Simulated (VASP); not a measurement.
Re: single point with PBE

Crystal: Re.

```xyz
1
Lattice="2.3852 0.0000 0.0000 -1.1926 2.0656 0.0000 0.0000 0.0000 2.1556" Properties=species:S:1:pos:R:3 pbc="T T T"
Re    0.0000    0.0000    0.0000
```

This isn't the form of Re at room conditions, which is hcp.

| Item | Value |
| --- | --- |
| Program | VASP 6.6.1 |
| Task | single point |
| Functional | PBE |
| Potentials or basis | VASP PAW PBE potentials, release 64 (Re) |
| Cutoff | 520 eV |
| k mesh | 16 × 16 × 15 |
| Occupations | fermi-dirac, width 0.08 eV |
| Spin | no spin polarisation |
| Dipole correction | no |
| Further INCAR settings | ALGO = Normal; EDIFF = 1e-07; NBANDS = 10 |

- Pressure: 301.9 GPa
- Band gap on the k mesh: zero (an odd number of electrons rules out a gap without spin polarisation)

Stress tensor (GPa, compression positive):
```
313.12   0.00   0.00
  0.00 313.12   0.00
  0.00   0.00 279.37
```

Levels at points of the mesh, in eV from the Fermi level:
| k point | band 1 | band 2 | band 3 | band 4 | band 5 | band 6 | band 7 |
| --- | --- | --- | --- | --- | --- | --- | --- |
| (0.00, 0.00, 0.00) | -12.77 | -9.64 | -3.77 | -3.77 | 7.07 | 7.07 | 13.23 |
| (0.50, 0.00, 0.00) | -10.66 | -7.61 | 0.34 | 0.61 | 5.61 | 6.85 | 14.39 |

It took 36 s on 1 thread of Intel Xeon 8259CL, with other jobs on the host, peak memory 0.14 GiB.

Caveat: the stress differs along the axes, from 279 to 313 GPa; spin-orbit coupling is left out, which moves the levels of the heavy elements.
